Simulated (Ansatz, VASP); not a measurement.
**One calculation of GaP, two programs**

File POSCAR:

```
GaP
1.0
    0.0000000000      2.7786998443      2.7786998443
    2.7786998443      0.0000000000      2.7786998443
    2.7786998443      2.7786998443      0.0000000000
Ga P
1 1
Direct
    0.0000000000      0.0000000000      0.0000000000
    0.2500000000      0.2500000000      0.2500000000
```

Contents of INCAR.step1:

```
PREC = Accurate
ENCUT = 520
ISMEAR = 0
SIGMA = 0.02
LREAL = F
LASPH = T
NELM = 80
NBANDS = 16
GGA = PE
ALGO = Normal
EDIFF = 1E-4
LWAVE = T
LCHARG = F
```

Contents of INCAR.step2:

```
PREC = Accurate
ENCUT = 520
EDIFF = 1E-6
ISMEAR = 0
SIGMA = 0.02
LREAL = F
LASPH = T
NELM = 80
ALGO = Normal
ISIF = 2
LWAVE = F
LCHARG = F
METAGGA = R2SCAN
LMIXTAU = T
NBANDS = 16
ISTART = 1
```

Contents of KPOINTS:

```
Automatic mesh
0
Gamma
  8 8 8
```

Input for Ansatz:

```yaml
crystal:
  lattice:
    - [0.0, 2.7786998443, 2.7786998443]
    - [2.7786998443, 0.0, 2.7786998443]
    - [2.7786998443, 2.7786998443, 0.0]
  atoms:
    - { symbol: Ga, position: [0.0, 0.0, 0.0] }
    - { symbol: P, position: [0.25, 0.25, 0.25] }
basis:
  ecutwfc: 500
kpoints:
  mp_grid: { grid: [8, 8, 8] }
hamiltonian:
  xc: r2scan
scf:
  occupations: { method: gaussian, width: 0.02 }
output:
  forces: true
  stress: true
  eigenvalues: true
```

Alike in both runs: task single point; functional r2SCAN; k mesh 8 × 8 × 8; occupations gaussian, width 0.02 eV; no spin polarisation.

```csv
,VASP,Ansatz
version,VASP 6.6.1,Ansatz 0.2.0
potentials or method,"VASP PAW PBE potentials, release 64 (Ga_d, P), cutoff 520 eV","scalar-relativistic, plane waves, PAW"
valence electrons in the cell,18,18
```

|  | VASP | Ansatz | Ansatz less VASP |
| --- | --- | --- | --- |
| gap on the k mesh at the Fermi level (eV) | 1.84 | 1.85 | +0.014 |
| least direct gap on the mesh (eV) | 1.84 | 1.86 | +0.019 |
| pressure (GPa) | -4.5 | -4.5 | +0.06 |

VASP's potentials were made for PBE, not for r2SCAN. The functional is the same, so the differences come from potentials, cutoffs and numerics.
